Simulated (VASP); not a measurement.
Here is a VASP 6.6.1 calculation.

File POSCAR:

```
Cu
1.0
    0.0000000000      1.7875261413      1.7875261413
    1.7875261413      0.0000000000      1.7875261413
    1.7875261413      1.7875261413      0.0000000000
Cu
1
Direct
    0.0000000000      0.0000000000      0.0000000000
```

The input INCAR.step1:

```
SYSTEM = Cu
PREC     = Accurate       ! precision mode
ENCUT    = 660            ! plane-wave cutoff, eV
ISMEAR   = -1             ! smearing method
SIGMA    = 0.1            ! smearing width, eV
LREAL    = .False.        ! projectors in reciprocal space
LASPH    = .True.         ! aspherical terms in the spheres
NELM     = 120            ! most SCF steps
NBANDS   = 12             ! bands
GGA      = PE             ! functional
ALGO     = Normal         ! electronic algorithm
EDIFF    = 1E-5           ! SCF threshold, eV
LWAVE    = .True.         ! write WAVECAR
LCHARG   = .False.        ! write CHGCAR
GGA_COMPAT= .False.
```

File INCAR.step2:

```
SYSTEM = Cu
PREC     = Accurate       ! precision mode
ENCUT    = 660            ! plane-wave cutoff, eV
EDIFF    = 1E-6           ! SCF threshold, eV
ISMEAR   = -1             ! smearing method
SIGMA    = 0.1            ! smearing width, eV
LREAL    = .False.        ! projectors in reciprocal space
LASPH    = .True.         ! aspherical terms in the spheres
NELM     = 120            ! most SCF steps
ALGO     = Normal         ! electronic algorithm
ISIF     = 2              ! what is computed and relaxed
LWAVE    = .False.        ! write WAVECAR
LCHARG   = .True.         ! write CHGCAR
METAGGA  = R2SCAN         ! meta-GGA
LMIXTAU  = .True.       
LELF     = .True.         ! ELF
LVHAR    = .True.       
NBANDS   = 12             ! bands
ISTART   = 1            
GGA_COMPAT= .False.
```

File KPOINTS:

```
Automatic mesh
0
Gamma
  11 11 11
  0 0 0
```

Potentials or basis: VASP PAW PBE potentials, release 64 (Cu).

Run with:

```console
$ cat potpaw_PBE.64/Cu/POTCAR > POTCAR
$ cp INCAR.step1 INCAR
$ mpirun -np 1 vasp_std > vasp.out
$ cp INCAR.step2 INCAR
$ mpirun -np 1 vasp_std > vasp.out
```

Q: What does it give for the band gap on the k mesh?

A: Zero (an odd number of electrons rules out a gap without spin polarisation).

Q: Estimate the pressure.

A: 0.5 GPa.

Caveat: the PAW data sets were made with another functional, which shifts forces and pressure a little.
